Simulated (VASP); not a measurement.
Set up this calculation in VASP 6.6.1, as the native input.

```yaml
Task: single point
Functional: r2SCAN
Potentials_or_basis: VASP PAW PBE potentials, release 64 (Pt)
Cutoff: 520 eV
k_mesh: 24 × 24 × 24
Occupations: gaussian, width 0.15 eV
Spin: no spin polarisation
Dipole_correction: no
Further_INCAR_settings: ALGO = Normal; EDIFF = 1e-06; NBANDS = 11
```

The system is Pt.

```
CELL_PARAMETERS angstrom
0.00000 2.06689 1.75686
2.06689 0.00000 1.75686
2.06689 2.06689 0.00000
ATOMIC_POSITIONS crystal
Pt 0.00000 0.00000 0.00000
```

This cell differs from its parent crystal: ratio of the length along z to the lengths across it x 0.85, volume and fractional coordinates fixed.

One way to write it, as run:

POSCAR

```
Pt
1.0
    0.0000000000      2.0668907952      1.7568571759
    2.0668907952      0.0000000000      1.7568571759
    2.0668907952      2.0668907952      0.0000000000
Pt
1
Direct
    0.0000000000      0.0000000000      0.0000000000
```

INCAR.step1

```
ALGO     = Normal         # electronic algorithm
EDIFF    = 1E-4           # SCF threshold, eV
ENCUT    = 520            # plane-wave cutoff, eV
GGA      = PE             # functional
ISMEAR   = 0              # smearing method
LASPH    = T              # aspherical terms in the spheres
LCHARG   = F              # write CHGCAR
LREAL    = F              # projectors in reciprocal space
LWAVE    = T              # write WAVECAR
NBANDS   = 11             # bands
NELM     = 100            # most SCF steps
PREC     = Accurate       # precision mode
SIGMA    = 0.15           # smearing width, eV
```

INCAR.step2

```
ALGO     = Normal         # electronic algorithm
EDIFF    = 1E-6           # SCF threshold, eV
ENCUT    = 520            # plane-wave cutoff, eV
ISIF     = 2              # what is computed and relaxed
ISMEAR   = 0              # smearing method
ISTART   = 1            
LASPH    = T              # aspherical terms in the spheres
LCHARG   = T              # write CHGCAR
LELF     = T              # ELF
LMIXTAU  = T            
LREAL    = F              # projectors in reciprocal space
LVHAR    = T            
LWAVE    = F              # write WAVECAR
METAGGA  = R2SCAN         # meta-GGA
NBANDS   = 11             # bands
NELM     = 100            # most SCF steps
PREC     = Accurate       # precision mode
SIGMA    = 0.15           # smearing width, eV
```

KPOINTS

```
k-points
0
Gamma
  24 24 24
```

Potentials or basis: VASP PAW PBE potentials, release 64 (Pt).

Command:

```console
$ cat potpaw_PBE.64/Pt/POTCAR > POTCAR
$ cp INCAR.step1 INCAR
$ mpirun -np 1 vasp_std > vasp.out
$ cp INCAR.step2 INCAR
$ mpirun -np 1 vasp_std > vasp.out
```

Results of the run:

* Pressure: 7.9 GPa
* Band gap on the k mesh: zero (band 5 reaches 12.14 eV, above the bottom of band 6 at 9.18 eV)

Caveat: the PAW data sets were made with another functional, which shifts forces and pressure a little; spin-orbit coupling is left out, which moves the levels of the heavy elements.

Wall time 5.4 min on 1 thread of Intel(R) Xeon(R) Platinum 8375C CPU @ 2.90GHz (Ice Lake) (shared host), peak memory 0.29 GiB.
